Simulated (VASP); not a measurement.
A run of VASP 6.6.1 is set up as follows.

File INCAR:

```
ALGO = Normal
EDIFF = 1E-6
ENCUT = 520
ISIF = 2
ISMEAR = -1
LASPH = T
LCHARG = F
LREAL = F
LWAVE = F
NBANDS = 10
NELM = 60
PREC = Accurate
SIGMA = 0.1
```

Contents of KPOINTS:

```
k-points
0
Gamma
  18 18 12
```

Contents of POSCAR:

```
Al
1.0
   -3.1643211438      2.7725037496      1.3154737465
    2.7725037496     -3.1643211438      1.3154737465
    2.2993612592      2.2993612592     -2.0330880218
Al
2
Direct
    0.9895142962      0.0104857038      0.0000000000
    0.7604857038      0.2395142962      0.5000000000
```

Potentials or basis: VASP PAW LDA potentials, release 64 (Al).

Command:

```sh
$ cat potpaw_LDA.64/Al/POTCAR > POTCAR
$ mpirun -np 1 vasp_std > vasp.out
```

(1) Estimate the pressure.

(2) Estimate the band gap on the k mesh.

Answers

(1) 7.7 GPa.

(2) zero (band 3 reaches 13.96 eV, above the bottom of band 4 at 4.12 eV).
